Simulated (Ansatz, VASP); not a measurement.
**Ge: VASP beside Ansatz**

```
Ge
1.0
     3.81177    0.00000    0.00000
    -1.90589    3.30109    0.00000
     0.00000    0.00000   18.00000
Ge
2
Direct
  0.33333 0.66667 0.50000
  0.66667 0.33333 0.52757
```

Alike in both runs: task single point; functional PBE; k mesh 6 × 6 × 1; occupations gaussian, width 0.1 eV; no spin polarisation.

```csv
,VASP,Ansatz
version,VASP 6.6.1,Ansatz 0.2.0
potentials or method,"VASP PAW PBE potentials, release 64 (Ge_d), cutoff 410 eV","scalar-relativistic, plane waves, PAW"
valence electrons in the cell,28,28
```

Ansatz gave:

* gap on the k mesh at the Fermi level (eV): none
* rms of the force components (eV/Å): 0.543

Task: What did VASP give for the same quantities?

Result: gap on the k mesh at the Fermi level (eV): none; rms of the force components (eV/Å): 0.537.

Atom by atom the forces differ by 0.006 eV/Å (rms over components). A gap of «none» marks a metal or a gap that the smearing closes. Ansatz's warnings: slab cell height set.
